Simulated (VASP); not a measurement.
# TaN in VASP: notebook, part 3 of 3

VASP 6.6.1. The steps go on from the part before.

## Step 5: Single point, r2SCAN (10.94 Å³/atom)

POSCAR

```
TaN
1.0
    0.0000000000      2.2200327438      2.2200327438
    2.2200327438      0.0000000000      2.2200327438
    2.2200327438      2.2200327438      0.0000000000
Ta N
1 1
Direct
    0.5000000000      0.5000000000      0.5000000000
    0.0000000000      0.0000000000      0.0000000000
```

INCAR.step1

```
SYSTEM = TaN
ALGO     = Normal         ! electronic algorithm
EDIFF    = 1E-5           ! SCF threshold, eV
ENCUT    = 660            ! plane-wave cutoff, eV
GGA      = PE             ! functional
GGA_COMPAT= .False.      
ISMEAR   = 0              ! smearing method
LASPH    = .True.         ! aspherical terms in the spheres
LCHARG   = .False.        ! write CHGCAR
LREAL    = .False.        ! projectors in reciprocal space
LWAVE    = .True.         ! write WAVECAR
NBANDS   = 16             ! bands
NELM     = 120            ! most SCF steps
PREC     = Accurate       ! precision mode
SIGMA    = 0.1            ! smearing width, eV
```

INCAR.step2

```
SYSTEM = TaN
ALGO     = Normal         ! electronic algorithm
EDIFF    = 1E-6           ! SCF threshold, eV
ENCUT    = 660            ! plane-wave cutoff, eV
GGA_COMPAT= .False.      
ISIF     = 2              ! what is computed and relaxed
ISMEAR   = 0              ! smearing method
ISTART   = 1            
LASPH    = .True.         ! aspherical terms in the spheres
LCHARG   = .False.        ! write CHGCAR
LMIXTAU  = .True.       
LREAL    = .False.        ! projectors in reciprocal space
LWAVE    = .False.        ! write WAVECAR
METAGGA  = R2SCAN         ! meta-GGA
NBANDS   = 16             ! bands
NELM     = 120            ! most SCF steps
PREC     = Accurate       ! precision mode
SIGMA    = 0.1            ! smearing width, eV
```

KPOINTS

```
k-points
0
Gamma
  16 16 16
  0 0 0
```

Potentials or basis: VASP PAW PBE potentials, release 64 (Ta_sv_GW, N).

Command:

```sh
$ cat potpaw_PBE.64/Ta_sv_GW/POTCAR potpaw_PBE.64/N/POTCAR > POTCAR
$ cp INCAR.step1 INCAR
$ mpirun -np 1 vasp_std > vasp.out
$ cp INCAR.step2 INCAR
$ mpirun -np 1 vasp_std > vasp.out
```

OUTCAR:

```text
SYSTEM = TaN
   EDIFF = 1E-6
   ENCUT = 660
   ISIF = 2
   ISMEAR = 0
   ISTART = 1
   LASPH = .True.
   LREAL = .False.
   METAGGA = R2SCAN
   NELM = 120
   PREC = Accurate

 ion  position               nearest neighbor table
   1  0.500  0.500  0.500-   2 2.22   2 2.22   2 2.22   2 2.22   2 2.22   2 2.22
   2  0.000  0.000  0.000-   1 2.22   1 2.22   1 2.22   1 2.22   1 2.22   1 2.22

  LATTYP: Found a face centered cubic cell.
 ALAT       =     4.4400654876

  Lattice vectors:

 A1 = (   0.0000000000,   2.2200327438,   2.2200327438)
 A2 = (   2.2200327438,   0.0000000000,   2.2200327438)
 A3 = (   2.2200327438,   2.2200327438,   0.0000000000)

Analysis of symmetry for initial positions (statically):
=====================================================================
 Subroutine PRICEL returns:
 Original cell was already a primitive cell.

 Routine SETGRP: Setting up the symmetry group for a
 face centered cubic supercell.

 Subroutine GETGRP returns: Found 48 space group operations
 (whereof 48 operations were pure point group operations)
 out of a pool of 48 trial point group operations.

The static configuration has the point symmetry O_h .

Analysis of symmetry for dynamics (positions and initial velocities):
=====================================================================
 Subroutine PRICEL returns:
 Original cell was already a primitive cell.

 Routine SETGRP: Setting up the symmetry group for a
 face centered cubic supercell.

 Subroutine GETGRP returns: Found 48 space group operations
 (whereof 48 operations were pure point group operations)
 out of a pool of 48 trial point group operations.

The dynamic configuration has the point symmetry O_h .

 Subroutine INISYM returns: Found 48 space group operations
 (whereof 48 operations are pure point group operations),
 and found     1 'primitive' translations

----------------------------------------------------------------------------------------

                                     Primitive cell

  volume of cell :      21.8831

  direct lattice vectors                    reciprocal lattice vectors
     0.000000000  2.220032744  2.220032744    -0.225221903  0.225221903  0.225221903
     2.220032744  0.000000000  2.220032744     0.225221903 -0.225221903  0.225221903
     2.220032744  2.220032744  0.000000000     0.225221903  0.225221903 -0.225221903

  length of vectors
     3.139600415  3.139600415  3.139600415     0.390095780  0.390095780  0.390095780

  position of ions in fractional coordinates (direct lattice)
     0.500000000  0.500000000  0.500000000
     0.000000000  0.000000000  0.000000000

  ion indices of the primitive-cell ions
   primitive index   ion index
                 1           1
                 2           2

----------------------------------------------------------------------------------------

 KPOINTS: k-points

Automatic generation of k-mesh.
 Grid dimensions read from file:
 generate k-points for:   16   16   16

 Generating k-lattice:

  Cartesian coordinates                     Fractional coordinates (reciprocal lattice)
    -0.014076369  0.014076369  0.014076369     0.062500000  0.000000000  0.000000000
     0.014076369 -0.014076369  0.014076369     0.000000000  0.062500000  0.000000000
     0.014076369  0.014076369 -0.014076369     0.000000000  0.000000000  0.062500000

  Length of vectors
     0.024380986  0.024380986  0.024380986

  Shift w.r.t. Gamma in fractional coordinates (k-lattice)
     0.000000000  0.000000000  0.000000000

 Subroutine IBZKPT returns following result:
 ===========================================

 Found    145 irreducible k-points:

 Following reciprocal coordinates:
            Coordinates               Weight
  0.000000  0.000000  0.000000      1.000000
  0.062500  0.000000  0.000000      8.000000
  0.125000  0.000000  0.000000      8.000000
  0.187500  0.000000  0.000000      8.000000
  0.250000  0.000000  0.000000      8.000000
  0.312500  0.000000  0.000000      8.000000
[... 16 lines left out ...]
 -0.125000  0.062500  0.000000     24.000000
 -0.062500  0.062500  0.000000     12.000000
 [... further k-points ...]
   k-points           NKPTS =    145   k-points in BZ     NKDIM =    145   number of bands    NBANDS=     16
   number of dos      NEDOS =    301   number of ions     NIONS =      2
   total plane-waves  NPLWV =  21952
   dimension x,y,z NGX =    28 NGY =   28 NGZ =   28
   dimension x,y,z NGXF=    56 NGYF=   56 NGZF=   56
   ions per type =               1   1
   NGX,Y,Z   is equivalent  to a cutoff of  14.83, 14.83, 14.83 a.u.
   NGXF,Y,Z  is equivalent  to a cutoff of  29.65, 29.65, 29.65 a.u.
 SYSTEM =  TaN
   PREC   = accura    normal or accurate (medium, high low for compatibility)
   ISTART =      1    job   : 0-new  1-cont  2-samecut
   ICHARG =      0    charge: 1-file 2-atom 10-const
   ISPIN  =      1    spin polarized calculation?
   LNONCOLLINEAR =      F non collinear calculations
   LSORBIT =      F    spin-orbit coupling
   LASPH  =      T    aspherical Exc in radial PAW
   ENCUT  =  660.0 eV  48.51 Ry    6.96 a.u.   6.58  6.58  6.58*2*pi/ulx,y,z
   NELM   =    120;   NELMIN=  2; NELMDL=  0     # of ELM steps
   EDIFF  = 0.1E-05   stopping-criterion for ELM
   LREAL  =      F    real-space projection
   EDIFFG = 0.1E-04   stopping-criterion for IOM
   NSW    =      0    number of steps for IOM
   IBRION =     -1    ionic relax: 0-MD 1-quasi-New 2-CG
   NFREE  =      0    steps in history (QN), initial steepest desc. (CG)
   ISIF   =      2    stress and relaxation
   ISYM   =      2    0-nonsym 1-usesym 2-fastsym
   POTIM  = 0.5000    time-step for ionic-motion
   TEBEG  =    0.0;   TEEND  =   0.0 temperature during run
   PSTRESS=    0.0 pullay stress
   NELECT =      18.0000    total number of electrons
   NUPDOWN=      -1.0000    fix difference up-down
   EMIN   =  10.00;   EMAX   =-10.00  energy-range for DOS
   EFERMI =   0.00;   METHOD = LEGACY
   ISMEAR =     0;   SIGMA  =   0.10  broadening in eV -4-tet -1-fermi 0-gaus
   EFERMI_NEDOS =   21; number of points for ismear=-14 and -15
   IALGO  =     38    algorithm
   IMIX   =      4    mixing-type and parameters
     AMIX     =   0.40;   BMIX     =  1.00
     AMIX_MAG =   1.60;   BMIX_MAG =  1.00
  volume/ion in A,a.u.               =      10.94        73.84
  Fermi-wavevector in a.u.,A,eV,Ry     =   1.533897  2.898646 32.012345  2.352841
  Thomas-Fermi vector in A             =   2.640900
   LORBIT       =      0    0 simple, 1 ext, 2 COOP (PROOUT), +10 PAW based schemes
   METAGGA = R2SCAN    functional components
   LHFCALC =     F    Hartree Fock is set to
   AEXX    =    0.0000 exact exchange contribution
   IVDW    =     0    specifies the selected vdW correction
   LEPSILON=     F    determine dielectric tensor
   LRPA    =     F    only Hartree local field effects (RPA)
 non-spin polarized calculation
 Gauss-broadening in eV      SIGMA  =   0.10
  energy-cutoff  :      660.00
  volume of cell :       21.88
 maximum number of plane-waves:       872
   NGX = 13   NGY = 13   NGZ = 13

 number of electron      18.0000000 magnetization

 Free energy of the ion-electron system (eV)
  ---------------------------------------------------
  ext. energy  EPLUGINS =         0.00000000
  ---------------------------------------------------
  free energy    TOTEN  =       -62.18760387 eV

  energy without entropy =      -62.18193761  energy(sigma->0) =      -62.18477074

 E-fermi :  13.4210     XC(G=0): -14.5737

 val. band max:       13.4070223277   @ k =  -0.3125   0.3750   0.1875
 cond. band min:      13.4223051341   @ k =  -0.3125   0.3125   0.1250
 fundamental gap:      0.0152828065
 Fermi energy:        13.4210053482

 k-point     1 :       0.0000    0.0000    0.0000
  band No.  band energies     occupation
      1     -58.2806      2.00000
      2     -23.7671      2.00000
      3     -23.7671      2.00000
      4     -23.7671      2.00000
      5      -6.3277      2.00000
      6       9.3613      2.00000
[... 8 lines left out ...]
     15      23.1163      0.00000
     16      37.4967      0.00000
[... 419 lines left out ...]
 k-point    24 :      -0.0625    0.0625    0.0000
  band No.  band energies     occupation
      1     -58.2755      2.00000
      2     -23.8436      2.00000
      3     -23.7872      2.00000
      4     -23.7690      2.00000
      5      -6.0932      2.00000
      6       8.1765      2.00000
[... 8 lines left out ...]
     15      23.8515      0.00000
     16      34.6640      0.00000

 [... further k-points ...]

------------------------ aborting loop because EDIFF is reached ----------------------------------------

  FORCE on cell =-STRESS in cart. coord.  units (eV):
  Direction    XX          YY          ZZ          XY          YZ          ZX
  --------------------------------------------------------------------------------------
  -------------------------------------------------------------------------------------
  Total       -1.3375426     -1.3375426     -1.3375426      0.0000000      0.0000000      0.0000000
  in kB      -97.9287159    -97.9287159    -97.9287159      0.0000000      0.0000000      0.0000000
  external PRESSURE =     -97.9287159 kB  Pullay stress =       0.0000000 kB

 VOLUME and BASIS-vectors are now :
 -----------------------------------------------------------------------------
  energy-cutoff  :      660.00
  volume of cell :       21.88
      direct lattice vectors                 reciprocal lattice vectors
     0.000000000  2.220032744  2.220032744    -0.225221903  0.225221903  0.225221903
     2.220032744  0.000000000  2.220032744     0.225221903 -0.225221903  0.225221903
     2.220032744  2.220032744  0.000000000     0.225221903  0.225221903 -0.225221903

 POSITION                                       TOTAL-FORCE (eV/Angst)
 -----------------------------------------------------------------------------------
      2.22003      2.22003      2.22003         0.000000      0.000000     -0.000000
      0.00000      0.00000      0.00000        -0.000000     -0.000000      0.000000
 -----------------------------------------------------------------------------------
    total drift:                                0.000000      0.000000      0.000000

  FREE ENERGIE OF THE ION-ELECTRON SYSTEM (eV)
  ---------------------------------------------------
  free  energy   TOTEN  =       -62.1876038698 eV

  energy  without entropy=      -62.1819376070  energy(sigma->0) =      -62.18477074
```

It took 6 min on 1 thread of Intel Xeon Platinum 8259CL at 2.50GHz (Skylake/Cascade Lake), shared host; peak memory 0.23 GiB.

Results:

| Item | Value |
| --- | --- |
| Free energy | -62.1876 eV |
| Pressure | -9.8 GPa |
| Band gap on the k mesh | zero (bands 9 and 10 overlap by 3.92 eV) |

Caveat: the cell stands under tension; the PAW data sets were made with another functional, which shifts forces and pressure a little; spin-orbit coupling is left out, which moves the levels of the heavy elements.

## Step 6: Overview

```csv
task,potentials or basis,cell,k mesh,cutoff (eV),gap on the mesh (eV),pressure (GPa)
single point,"VASP PAW PBE potentials, release 64 (Ta_pv, N)","a = 3.155, b = 3.155, c = 4.357 Å, 4 atoms, atomic positions A",16 × 16 × 12,520,none,-4.8
single point,"VASP PAW PBE potentials, release 64 (Ta_pv, N)","a = 3.155, b = 3.155, c = 4.366 Å, 4 atoms, atomic positions A",16 × 16 × 12,520,none,-5.5
relaxation of cell and atoms,"VASP PAW PBE potentials, release 64 (Ta_pv, N)","relaxed from a = 3.110 Å, angles 60.0°, 2 atoms, atomic positions B",16 × 16 × 16,600,none,0.0
single point,"VASP PAW PBE potentials, release 64 (Ta_sv_GW, N)","a = 3.140 Å, angles 60.0°, 2 atoms, atomic positions B",16 × 16 × 16,660,none,-9.8
```

Alike in all rows: level r2SCAN; no spin polarisation; smearing gaussian 0.1 eV.

Caveats: the PAW data sets were made with another functional, which shifts forces and pressure a little; spin-orbit coupling is left out, which moves the levels of the heavy elements; the cell stands under tension (at least some runs).

Absolute energies hang on the potentials; compare differences alone.
